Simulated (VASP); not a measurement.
# As (Pm-3m) in VASP: further runs

As is run at these levels: PBEsol+D3(BJ); tasks: single point, relaxation of cell and atoms.

All numbers are computed with VASP 6.6.1; they aren't measurements. Logs are shortened: lines on timing, memory, paths and dates and some standing lists are left out, and cuts for length are marked.

### Step 1. The cell of the first run

Symmetry: Pm-3m, No. 221, cubic system. Conventional cell: a = 2.655 Å, b = 2.655 Å, c = 2.655 Å, α = 90.00°, β = 90.00°, γ = 90.00°. Within 3.5 Å of As (site symmetry m-3m) lie 6 As at 2.66 Å.

This isn't the form of As at room conditions, which is rhombohedral.

### Step 2. Single point, PBEsol+D3(BJ)

The input, INCAR:

```
SYSTEM = As
ALGO = Normal
EDIFF = 1E-6
ENCUT = 520
GGA = PS
ISIF = 2
ISMEAR = 0
IVDW = 12
LASPH = .TRUE.
LCHARG = .TRUE.
LELF = .TRUE.
LREAL = .FALSE.
LVHAR = .TRUE.
LWAVE = .FALSE.
NBANDS = 8
NELM = 60
PREC = Accurate
SIGMA = 0.1
```

The input, KPOINTS:

```
k-points
0
G
  16 16 16
  0 0 0
```

The input, POSCAR:

```
As
1.0
    2.6553780058      0.0000000000      0.0000000000
    0.0000000000      2.6553780058      0.0000000000
    0.0000000000      0.0000000000      2.6553796518
As
1
Direct
    0.0000000000      0.0000000000      0.0000000000
```

Potentials or basis: VASP PAW PBE potentials, release 64 (As).

On the command line:

```bash
$ cat potpaw_PBE.64/As/POTCAR > POTCAR
$ mpirun -np 1 vasp_std > vasp.out
```

OUTCAR:

```text
SYSTEM = As
   EDIFF = 1E-6
   ENCUT = 520
   GGA = PS
   ISIF = 2
   ISMEAR = 0
   IVDW = 12
   LASPH = .TRUE.
   LREAL = .FALSE.
   NELM = 60
   PREC = Accurate
 IVDW          = 12

 ion  position               nearest neighbor table
   1  0.000  0.000  0.000-

  LATTYP: Found a simple cubic cell.
 ALAT       =     2.6553780058

  Lattice vectors:

 A1 = (   2.6553780058,   0.0000000000,   0.0000000000)
 A2 = (   0.0000000000,   2.6553780058,   0.0000000000)
 A3 = (   0.0000000000,   0.0000000000,   2.6553796518)

Analysis of symmetry for initial positions (statically):
=====================================================================
 Subroutine PRICEL returns:
 Original cell was already a primitive cell.

 Routine SETGRP: Setting up the symmetry group for a
 simple cubic supercell.

 Subroutine GETGRP returns: Found 48 space group operations
 (whereof 48 operations were pure point group operations)
 out of a pool of 48 trial point group operations.

The static configuration has the point symmetry O_h .

Analysis of symmetry for dynamics (positions and initial velocities):
=====================================================================
 Subroutine PRICEL returns:
 Original cell was already a primitive cell.

 Routine SETGRP: Setting up the symmetry group for a
 simple cubic supercell.

 Subroutine GETGRP returns: Found 48 space group operations
 (whereof 48 operations were pure point group operations)
 out of a pool of 48 trial point group operations.

The dynamic configuration has the point symmetry O_h .

 Subroutine INISYM returns: Found 48 space group operations
 (whereof 48 operations are pure point group operations),
 and found     1 'primitive' translations

----------------------------------------------------------------------------------------

                                     Primitive cell

  volume of cell :      18.7232

  direct lattice vectors                    reciprocal lattice vectors
     2.655378006  0.000000000  0.000000000     0.376594217  0.000000000  0.000000000
     0.000000000  2.655378006  0.000000000     0.000000000  0.376594217  0.000000000
     0.000000000  0.000000000  2.655379652     0.000000000  0.000000000  0.376593983

  length of vectors
     2.655378006  2.655378006  2.655379652     0.376594217  0.376594217  0.376593983

  position of ions in fractional coordinates (direct lattice)
     0.000000000  0.000000000  0.000000000

  ion indices of the primitive-cell ions
   primitive index   ion index
                 1           1

----------------------------------------------------------------------------------------

 KPOINTS: k-points

Automatic generation of k-mesh.
 Grid dimensions read from file:
 generate k-points for:   16   16   16

 Generating k-lattice:

  Cartesian coordinates                     Fractional coordinates (reciprocal lattice)
     0.023537139  0.000000000  0.000000000     0.062500000  0.000000000  0.000000000
     0.000000000  0.023537139  0.000000000     0.000000000  0.062500000  0.000000000
     0.000000000  0.000000000  0.023537124     0.000000000  0.000000000  0.062500000

  Length of vectors
     0.023537139  0.023537139  0.023537124

  Shift w.r.t. Gamma in fractional coordinates (k-lattice)
     0.000000000  0.000000000  0.000000000

 Subroutine IBZKPT returns following result:
 ===========================================

 Found    165 irreducible k-points:

 Following reciprocal coordinates:
            Coordinates               Weight
  0.000000  0.000000  0.000000      1.000000
  0.062500  0.000000  0.000000      6.000000
  0.125000  0.000000  0.000000      6.000000
  0.187500  0.000000  0.000000      6.000000
  0.250000  0.000000  0.000000      6.000000
  0.312500  0.000000  0.000000      6.000000
[... 16 lines left out ...]
  0.437500  0.125000  0.000000     24.000000
  0.500000  0.125000  0.000000     12.000000
 [... further k-points ...]
   k-points           NKPTS =    165   k-points in BZ     NKDIM =    165   number of bands    NBANDS=      8
   number of dos      NEDOS =    301   number of ions     NIONS =      1
   total plane-waves  NPLWV =   8000
   dimension x,y,z NGX =    20 NGY =   20 NGZ =   20
   dimension x,y,z NGXF=    40 NGYF=   40 NGZF=   40
   ions per type =               1
   NGX,Y,Z   is equivalent  to a cutoff of  12.52, 12.52, 12.52 a.u.
   NGXF,Y,Z  is equivalent  to a cutoff of  25.04, 25.04, 25.04 a.u.
 SYSTEM =  As
   PREC   = accura    normal or accurate (medium, high low for compatibility)
   ISTART =      0    job   : 0-new  1-cont  2-samecut
   ICHARG =      2    charge: 1-file 2-atom 10-const
   ISPIN  =      1    spin polarized calculation?
   LNONCOLLINEAR =      F non collinear calculations
   LSORBIT =      F    spin-orbit coupling
   LASPH  =      T    aspherical Exc in radial PAW
   ENCUT  =  520.0 eV  38.22 Ry    6.18 a.u.   4.94  4.94  4.94*2*pi/ulx,y,z
   NELM   =     60;   NELMIN=  2; NELMDL= -5     # of ELM steps
   EDIFF  = 0.1E-05   stopping-criterion for ELM
   LREAL  =      F    real-space projection
   EDIFFG = 0.1E-04   stopping-criterion for IOM
   NSW    =      0    number of steps for IOM
   IBRION =     -1    ionic relax: 0-MD 1-quasi-New 2-CG
   NFREE  =      0    steps in history (QN), initial steepest desc. (CG)
   ISIF   =      2    stress and relaxation
   ISYM   =      2    0-nonsym 1-usesym 2-fastsym
   POTIM  = 0.5000    time-step for ionic-motion
   TEBEG  =    0.0;   TEEND  =   0.0 temperature during run
   PSTRESS=    0.0 pullay stress
   NELECT =       5.0000    total number of electrons
   NUPDOWN=      -1.0000    fix difference up-down
   EMIN   =  10.00;   EMAX   =-10.00  energy-range for DOS
   EFERMI =   0.00;   METHOD = LEGACY
   ISMEAR =     0;   SIGMA  =   0.10  broadening in eV -4-tet -1-fermi 0-gaus
   EFERMI_NEDOS =   21; number of points for ismear=-14 and -15
   IALGO  =     38    algorithm
   IMIX   =      4    mixing-type and parameters
     AMIX     =   0.40;   BMIX     =  1.00
     AMIX_MAG =   1.60;   BMIX_MAG =  1.00
  volume/ion in A,a.u.               =      18.72       126.35
  Fermi-wavevector in a.u.,A,eV,Ry     =   1.054237  1.992220 15.121737  1.111416
  Thomas-Fermi vector in A             =   2.189390
   LORBIT       =      0    0 simple, 1 ext, 2 COOP (PROOUT), +10 PAW based schemes
   GGA     = PS    functional components
   LHFCALC =     F    Hartree Fock is set to
   AEXX    =    0.0000 exact exchange contribution
   IVDW    =    12    specifies the selected vdW correction
   LEPSILON=     F    determine dielectric tensor
   LRPA    =     F    only Hartree local field effects (RPA)
 non-spin polarized calculation
 Gauss-broadening in eV      SIGMA  =   0.10
  energy-cutoff  :      520.00
  volume of cell :       18.72
 maximum number of plane-waves:       520
 NGX is ok and might be reduce to    20
   NGX =  9   NGY =  9   NGZ =  9

 number of electron       5.0000000 magnetization

 Free energy of the ion-electron system (eV)
  ---------------------------------------------------
  ext. energy  EPLUGINS =         0.00000000
  ---------------------------------------------------
  free energy    TOTEN  =        -5.02534950 eV

  energy without entropy =       -5.02428911  energy(sigma->0) =       -5.02481931

 E-fermi :   6.4495     XC(G=0): -10.7924

 val. band max:        6.4068620346   @ k =   0.3125   0.3125   0.3125
 cond. band min:       6.4497809943   @ k =   0.5000   0.5000   0.3750
 fundamental gap:      0.0429189596
 Fermi energy:         6.4494725224

 k-point     1 :       0.0000    0.0000    0.0000
  band No.  band energies     occupation
      1      -9.0576      2.00000
      2      10.7985      0.00000
      3      10.7986      0.00000
      4      10.7986      0.00000
      5      14.9956      0.00000
      6      14.9956      0.00000
      7      17.3228      0.00000
      8      32.0934      0.00000

 k-point     2 :       0.0625    0.0000    0.0000
  band No.  band energies     occupation
      1      -8.9815      2.00000
      2       9.7387      0.00000
      3      10.8668      0.00000
      4      10.8668      0.00000
      5      15.0629      0.00000
      6      15.7950      0.00000
      7      17.7789      0.00000
      8      30.8103      0.00000

 k-point     3 :       0.1250    0.0000    0.0000
  band No.  band energies     occupation
      1      -8.7546      2.00000
      2       7.7943      0.00000
      3      11.0683      0.00000
      4      11.0683      0.00000
      5      15.2633      0.00000
      6      16.6058      0.00000
      7      19.4855      0.00000
      8      28.8672      0.00000

 k-point     4 :       0.1875    0.0000    0.0000
  band No.  band energies     occupation
      1      -8.3812      2.00000
      2       5.7688      2.00000
      3      11.3919      0.00000
      4      11.3920      0.00000
      5      15.5912      0.00000
      6      17.1297      0.00000
      7      21.8699      0.00000
      8      26.9817      0.00000

 k-point     5 :       0.2500    0.0000    0.0000
  band No.  band energies     occupation
      1      -7.8709      2.00000
      2       3.8431      2.00000
      3      11.8162      0.00000
      4      11.8162      0.00000
      5      16.0346      0.00000
      6      17.6943      0.00000
      7      24.0948      0.00000
      8      25.2563      0.00000

 k-point     6 :       0.3125    0.0000    0.0000
  band No.  band energies     occupation
      1      -7.2456      2.00000
      2       2.0912      2.00000
      3      12.3026      0.00000
      4      12.3026      0.00000
      5      16.5685      0.00000
      6      18.3732      0.00000
      7      23.7499      0.00000
      8      23.7499      0.00000

 k-point     7 :       0.3750    0.0000    0.0000
  band No.  band energies     occupation
      1      -6.5568      2.00000
      2       0.5869      2.00000
      3      12.7850      0.00000
      4      12.7850      0.00000
      5      17.1386      0.00000
      6      19.1782      0.00000
      7      22.5362      0.00000
      8      22.5362      0.00000
[... 133 lines left out ...]
 k-point    20 :       0.2500    0.1250    0.0000
  band No.  band energies     occupation
      1      -7.5680      2.00000
      2       4.1225      2.00000
      3       8.9072      0.00000
      4      12.0839      0.00000
      5      17.0335      0.00000
      6      19.7702      0.00000
      7      21.9641      0.00000
      8      25.0332      0.00000

 k-point    21 :       0.3125    0.1250    0.0000
  band No.  band energies     occupation
      1      -6.9425      2.00000
      2       2.3760      2.00000
      3       9.4412      0.00000
      4      12.5690      0.00000
      5      17.5677      0.00000
      6      19.1726      0.00000
      7      21.7958      0.00000
      8      24.0089      0.00000

 k-point    22 :       0.3750    0.1250    0.0000
  band No.  band energies     occupation
      1      -6.2532      2.00000
      2       0.8740      2.00000
      3       9.9952      0.00000
      4      13.0498      0.00000
      5      17.7308      0.00000
      6      18.6619      0.00000
      7      22.0993      0.00000
      8      22.8006      0.00000

 k-point    23 :       0.4375    0.1250    0.0000
  band No.  band energies     occupation
      1      -5.6296      2.00000
      2      -0.2413      2.00000
      3      10.4501      0.00000
      4      13.4232      0.00000
      5      17.1173      0.00000
      6      19.0950      0.00000
      7      21.9895      0.00000
      8      22.3065      0.00000

 k-point    24 :       0.5000    0.1250    0.0000
  band No.  band energies     occupation
      1      -5.3500      2.00000
      2      -0.6853      2.00000
      3      10.6345      0.00000
      4      13.5679      0.00000
      5      16.8297      0.00000
      6      19.3718      0.00000
      7      21.6988      0.00000
      8      22.2354      0.00000

 [... further k-points ...]

------------------------ aborting loop because EDIFF is reached ----------------------------------------

 Edisp (eV)   -0.42265

 E8    (eV) :    -0.2713

  FORCE on cell =-STRESS in cart. coord.  units (eV):
  Direction    XX          YY          ZZ          XY          YZ          ZX
  --------------------------------------------------------------------------------------
  -------------------------------------------------------------------------------------
  Total       0.05102     0.05102     0.05102     0.00000    -0.00000     0.00000
  in kB       4.36599     4.36599     4.36599     0.00000    -0.00000     0.00000
  external pressure =        4.37 kB  Pullay stress =        0.00 kB

 VOLUME and BASIS-vectors are now :
 -----------------------------------------------------------------------------
  energy-cutoff  :      520.00
  volume of cell :       18.72
      direct lattice vectors                 reciprocal lattice vectors
     2.655378006  0.000000000  0.000000000     0.376594217  0.000000000  0.000000000
     0.000000000  2.655378006  0.000000000     0.000000000  0.376594217  0.000000000
     0.000000000  0.000000000  2.655379652     0.000000000  0.000000000  0.376593983

 POSITION                                       TOTAL-FORCE (eV/Angst)
 -----------------------------------------------------------------------------------
      0.00000      0.00000      0.00000         0.000000      0.000000      0.000000
 -----------------------------------------------------------------------------------
    total drift:                                0.000000     -0.000000      0.000000

  FREE ENERGIE OF THE ION-ELECTRON SYSTEM (eV)
  ---------------------------------------------------
  free  energy   TOTEN  =        -5.4479967366 eV

  energy  without entropy=       -5.4469363428  energy(sigma->0) =       -5.44746654
```

Run time: 14 s. Hardware: 1 thread of Intel Xeon 8259CL, shared host; peak memory 0.15 GiB.

What came out:

| Quantity | Value |
| --- | --- |
| Free energy | -5.4480 eV |
| Pressure | 0.4 GPa |
| Band gap on the k mesh | zero (an odd number of electrons rules out a gap without spin polarisation) |
| Dispersion energy per atom | -0.423 eV |

Caveat: the PAW data sets were made with another functional, which shifts forces and pressure a little.

### Step 3. Relaxation of cell and atoms, PBEsol+D3(BJ)

This run uses another cell than the first one, of 18.87 Å³/atom.

The input, INCAR:

```
  ALGO = Normal
  EDIFF = 1E-7
  EDIFFG = -0.01
  ENCUT = 600
  GGA = PS
  IBRION = 2
  ISIF = 3
  ISMEAR = 0
  IVDW = 12
  LASPH = True
  LCHARG = False
  LREAL = False
  LWAVE = False
  NELM = 100
  NSW = 80
  PREC = Accurate
  SIGMA = 0.1
```

The input, KPOINTS:

```
k-points
0
Gamma
  16 16 16
```

The input, POSCAR:

```
As
1.0
    2.6623766932      0.0000000000      0.0000000000
    0.0000000000      2.6623766932      0.0000000000
    0.0000000000      0.0000000000      2.6624976559
As
1
Direct
    0.0000000000      0.0000000000      0.0000000000
```

Potentials or basis: VASP PAW PBE potentials, release 64 (As).

On the command line:

```bash
$ cat potpaw_PBE.64/As/POTCAR > POTCAR
$ mpirun -np 1 vasp_std > vasp.out
```

Wall time 63 s (1 thread of Intel Xeon 8259CL, shared host); peak memory 0.2 GiB.

It converged, with:

| Property | Result |
| --- | --- |
| Free energy | -5.4482 eV |
| Relaxed volume | 18.80 Å³/atom |
| Relaxed cell | a = 2.659 Å, b = 2.659 Å, c = 2.659 Å, α = 90.00°, β = 90.00°, γ = 90.00° |
| Space group after relaxing (to 0.1 Å) | Pm-3m (No. 221) |
| Energy gained by relaxing | 0.1 meV/atom |
| Ionic steps | 3 |
| Pressure after relaxing | 0.0 GPa |
| Band gap on the k mesh | zero (an odd number of electrons rules out a gap without spin polarisation) |
| Dispersion energy per atom | -0.421 eV |

Final structure:
```yaml
crystal:
  lattice:
    - [2.65912, 0.00000, 0.00000]
    - [0.00000, 2.65912, 0.00000]
    - [0.00000, 0.00000, 2.65913]
  atoms:
    - { symbol: As, position: [0.00000, 0.00000, 0.00000] }
```

Levels at points of the mesh, in eV from the Fermi level:
```
           k point  band 1  band 2  band 3  band 4  band 5  band 6
(0.00, 0.00, 0.00)  -15.46    4.33    4.33    4.33    8.54    8.54
(0.50, 0.00, 0.00)  -12.08   -7.38    6.82    6.82   11.37   14.29
(0.50, 0.50, 0.00)   -8.53   -4.53   -4.53    2.18    9.19   17.08
(0.00, 0.00, 0.50)  -12.08   -7.38    6.82    6.82   11.37   14.29
(0.50, 0.00, 0.50)   -8.53   -4.53   -4.53    2.18    9.19   17.08
(0.50, 0.50, 0.50)   -4.55   -1.92   -1.92   -1.92    5.80    5.80
```

Caveat: the PAW data sets were made with another functional, which shifts forces and pressure a little.
